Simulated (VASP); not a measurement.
# SrAl5 (P6/mmm) in VASP: notebook, part 2 of 2

VASP 6.6.1.

## (3) Single point, PBE

This run uses another cell than the first one, of 21.01 Å³/atom, 1.100 times its volume.

INCAR reads:

```
PREC = Accurate
ENCUT = 520
EDIFF = 1E-6
ISMEAR = 0
SIGMA = 0.1
LREAL = F
LASPH = T
NELM = 80
ALGO = Fast
ISIF = 2
LWAVE = F
LCHARG = F
GGA = PE
NBANDS = 22
```

KPOINTS reads:

```
Automatic mesh
0
Gamma
  12 12 8
```

POSCAR reads:

```
SrAl5
1.0
    5.7641060324      0.0000000000      0.0000000000
   -2.8820530162      4.9918622542      0.0000000000
    0.0000000000      0.0000000000      4.3806990789
Sr Al
1 5
Direct
    0.0000000000      0.0000000000      0.0000000000
    0.3333333333      0.6666666667      0.0000000000
    0.6666666667      0.3333333333      0.0000000000
    0.5000000000      0.0000000000      0.5000000000
    0.5000000000      0.5000000000      0.5000000000
    0.0000000000      0.5000000000      0.5000000000
```

Potentials or basis: VASP PAW PBE potentials, release 64 (Sr_sv, Al).

Run with:

```bash
$ cat potpaw_PBE.64/Sr_sv/POTCAR potpaw_PBE.64/Al/POTCAR > POTCAR
$ mpirun -np 1 vasp_std > vasp.out
```

OUTCAR:

```text
PREC = Accurate
   ENCUT = 520
   EDIFF = 1E-6
   ISMEAR = 0
   LREAL = F
   LASPH = T
   NELM = 80
   ISIF = 2
   GGA = PE

 ion  position               nearest neighbor table
   1  0.000  0.000  0.000-   2 3.33   3 3.33   3 3.33   2 3.33   3 3.33   2 3.33   4 3.62   4 3.62
                             4 3.62   4 3.62   6 3.62   6 3.62   6 3.62   5 3.62   5 3.62   6 3.62
   2  0.333  0.667  0.000-   6 2.75   6 2.75   4 2.75   4 2.75   5 2.75   5 2.75   1 3.33   3 3.33
                             3 3.33   1 3.33   1 3.33   3 3.33
   3  0.667  0.333  0.000-   6 2.75   6 2.75   4 2.75   4 2.75   5 2.75   5 2.75   2 3.33   1 3.33
                             2 3.33   1 3.33   1 3.33   2 3.33
   4  0.500  0.000  0.500-   2 2.75   3 2.75   2 2.75   3 2.75   5 2.88   6 2.88   5 2.88   6 2.88
                             1 3.62   1 3.62   1 3.62   1 3.62
   5  0.500  0.500  0.500-   2 2.75   3 2.75   2 2.75   3 2.75   6 2.88   6 2.88   4 2.88   4 2.88
                             1 3.62   1 3.62   1 3.62   1 3.62
   6  0.000  0.500  0.500-   2 2.75   3 2.75   2 2.75   3 2.75   5 2.88   5 2.88   4 2.88   4 2.88
                             1 3.62   1 3.62   1 3.62   1 3.62

  LATTYP: Found a hexagonal cell.
 ALAT       =     5.7641060324
 C/A-ratio  =     0.7599962690

  Lattice vectors:

 A1 = (   5.7641060324,   0.0000000000,   0.0000000000)
 A2 = (  -2.8820530162,   4.9918622542,   0.0000000000)
 A3 = (   0.0000000000,   0.0000000000,   4.3806990789)

Analysis of symmetry for initial positions (statically):
=====================================================================
 Subroutine PRICEL returns:
 Original cell was already a primitive cell.

 Routine SETGRP: Setting up the symmetry group for a
 hexagonal supercell.

 Subroutine GETGRP returns: Found 24 space group operations
 (whereof 24 operations were pure point group operations)
 out of a pool of 24 trial point group operations.

The static configuration has the point symmetry D_6h.

Analysis of symmetry for dynamics (positions and initial velocities):
=====================================================================
 Subroutine PRICEL returns:
 Original cell was already a primitive cell.

[... 142 lines left out ...]
   AEXX    =    0.0000 exact exchange contribution
   IVDW    =     0    specifies the selected vdW correction
   LEPSILON=     F    determine dielectric tensor
   LRPA    =     F    only Hartree local field effects (RPA)
 non-spin polarized calculation
 RMM-DIIS sequential band-by-band and
 Gauss-broadening in eV      SIGMA  =   0.10
  energy-cutoff  :      520.00
  volume of cell :      126.05
 maximum number of plane-waves:      3437
 NGX is ok and might be reduce to    48
   NGX = 21   NGY = 21   NGZ = 17

 number of electron      25.0000000 magnetization

 Free energy of the ion-electron system (eV)
  ---------------------------------------------------
  ext. energy  EPLUGINS =         0.00000000
  ---------------------------------------------------
  free energy    TOTEN  =       -21.17913516 eV

  energy without entropy =      -21.16581051  energy(sigma->0) =      -21.17247284

 E-fermi :   5.7577     XC(G=0):  -9.5274

 val. band max:        5.7576398795   @ k =   0.3333   0.0000   0.2500
 cond. band min:       5.7591220349   @ k =   0.2500   0.2500   0.0000
 fundamental gap:      0.0014821554
 Fermi energy:         5.7577381169

 k-point     1 :       0.0000    0.0000    0.0000
  band No.  band energies     occupation
      1     -29.5701      2.00000
      2     -11.6675      2.00000
      3     -11.6675      2.00000
      4     -11.5828      2.00000
      5      -3.9012      2.00000
      6       0.3330      2.00000
[... 589 lines left out ...]
     21      10.4033      0.00000
     22      10.6789      0.00000

 [... further k-points ...]

------------------------ aborting loop because EDIFF is reached ----------------------------------------

  FORCE on cell =-STRESS in cart. coord.  units (eV):
  Direction    XX          YY          ZZ          XY          YZ          ZX
  --------------------------------------------------------------------------------------
  -------------------------------------------------------------------------------------
  Total        0.0581093      0.0581093      0.0296035      0.0000000     -0.0000000      0.0000000
  in kB        0.7386147      0.7386147      0.3762842      0.0000000     -0.0000000      0.0000000
  external PRESSURE =       0.6178379 kB  Pullay stress =       0.0000000 kB

 VOLUME and BASIS-vectors are now :
 -----------------------------------------------------------------------------
  energy-cutoff  :      520.00
  volume of cell :      126.05
      direct lattice vectors                 reciprocal lattice vectors
     5.764106032  0.000000000  0.000000000     0.173487440  0.100163020  0.000000000
    -2.882053016  4.991862254  0.000000000     0.000000000  0.200326040  0.000000000
     0.000000000  0.000000000  4.380699079     0.000000000  0.000000000  0.228274068

 POSITION                                       TOTAL-FORCE (eV/Angst)
 -----------------------------------------------------------------------------------
      0.00000      0.00000      0.00000         0.000000      0.000000      0.000000
     -0.00000      3.32791      0.00000         0.000000      0.000000      0.000000
      2.88205      1.66395      0.00000        -0.000000     -0.000000      0.000000
      2.88205      0.00000      2.19035         0.000000      0.000000      0.000000
      1.44103      2.49593      2.19035         0.000000      0.000000      0.000000
     -1.44103      2.49593      2.19035         0.000000      0.000000      0.000000
 -----------------------------------------------------------------------------------
    total drift:                                0.000000     -0.000000      0.000000

  FREE ENERGIE OF THE ION-ELECTRON SYSTEM (eV)
  ---------------------------------------------------
  free  energy   TOTEN  =       -21.1791351645 eV

  energy  without entropy=      -21.1658105114  energy(sigma->0) =      -21.17247284
```

OSZICAR:

```text
N       E                     dE             d eps       ncg     rms          rms(c)
DAV:   1     0.617260942050E+02    0.61726E+02   -0.97227E+03  4180   0.938E+02
DAV:   2    -0.171820601850E+02   -0.78908E+02   -0.76295E+02  5108   0.159E+02
DAV:   3    -0.212735825398E+02   -0.40915E+01   -0.40600E+01  6630   0.291E+01
DAV:   4    -0.213903106402E+02   -0.11673E+00   -0.11654E+00  5944   0.423E+00
DAV:   5    -0.213926878679E+02   -0.23772E-02   -0.23769E-02  6028   0.613E-01    0.158E+01
RMM:   6    -0.212403483818E+02    0.15234E+00   -0.91225E-02  5101   0.134E+00    0.964E+00
RMM:   7    -0.211814607899E+02    0.58888E-01   -0.19115E-01  6054   0.210E+00    0.475E-01
RMM:   8    -0.211782175930E+02    0.32432E-02   -0.25720E-02  5385   0.752E-01    0.248E-01
RMM:   9    -0.211789168537E+02   -0.69926E-03   -0.70970E-03  6650   0.303E-01    0.172E-01
RMM:  10    -0.211790346869E+02   -0.11783E-03   -0.16426E-03  6660   0.141E-01    0.645E-02
RMM:  11    -0.211790939232E+02   -0.59236E-04   -0.65181E-04  7012   0.792E-02    0.456E-02
RMM:  12    -0.211791174842E+02   -0.23561E-04   -0.23466E-04  7212   0.453E-02    0.299E-02
RMM:  13    -0.211791281324E+02   -0.10648E-04   -0.94970E-05  6888   0.377E-02    0.155E-02
RMM:  14    -0.211791310657E+02   -0.29332E-05   -0.47638E-05  6416   0.224E-02    0.601E-03
RMM:  15    -0.211791334301E+02   -0.23645E-05   -0.21669E-05  5485   0.130E-02    0.744E-03
RMM:  16    -0.211791345825E+02   -0.11523E-05   -0.97903E-06  4943   0.873E-03    0.565E-03
RMM:  17    -0.211791351645E+02   -0.58206E-06   -0.45333E-06  4497   0.627E-03
   1 F= -.21179135E+02 E0= -.21172473E+02  d E =-.133247E-01
```

stdout:

```text
POSCAR found type information on POSCAR SrAl
 POSCAR found :  2 types and       6 ions
 scaLAPACK will be used
 LDA part: xc-table for (Slater+PW92), standard interpolation
 POSCAR, INCAR and KPOINTS ok, starting setup
 FFT: planning ... GRIDC
 FFT: planning ... GRID_SOFT
 FFT: planning ... GRID
 WAVECAR not read
 entering main loop
WARNING in EDDRMM: call to ZHEGV failed, returncode =   8  4      6
WARNING in EDDRMM: call to ZHEGV failed, returncode =   8  4      6
WARNING in EDDRMM: call to ZHEGV failed, returncode =   8  4      5
WARNING in EDDRMM: call to ZHEGV failed, returncode =   8  4     22
WARNING in EDDRMM: call to ZHEGV failed, returncode =   6  3      9
WARNING in EDDRMM: call to ZHEGV failed, returncode =   8  4      6
WARNING in EDDRMM: call to ZHEGV failed, returncode =   8  4     21
WARNING in EDDRMM: call to ZHEGV failed, returncode =   8  4     20
WARNING in EDDRMM: call to ZHEGV failed, returncode =   8  4     18
WARNING in EDDRMM: call to ZHEGV failed, returncode =   6  3     11
```

It took 12 min on 1 thread of Oxide Virtual Turin-like, shared host; peak memory 0.4 GiB.

Results:

```
Free energy : -21.1791 eV
Pressure    : 0.1 GPa
```

Levels at points of the mesh, in eV from the Fermi level:
```csv
k point,band 8,band 9,band 10,band 11,band 12,band 13,band 14,band 15,band 16,band 17
"(0.00, 0.00, 0.00)",-4.41,-2.61,-1.89,-1.85,-1.85,0.70,1.14,2.30,2.30,2.85
"(0.50, 0.00, 0.00)",-3.73,-2.13,-1.01,-0.55,-0.49,-0.18,0.49,1.23,1.46,1.88
"(0.00, 0.00, 0.50)",-2.96,-2.73,-2.73,-2.37,-2.37,-1.63,-1.63,1.08,1.08,2.15
"(0.50, 0.00, 0.50)",-5.70,-3.46,-2.53,-2.22,-1.15,1.29,1.35,1.89,2.49,2.67
```
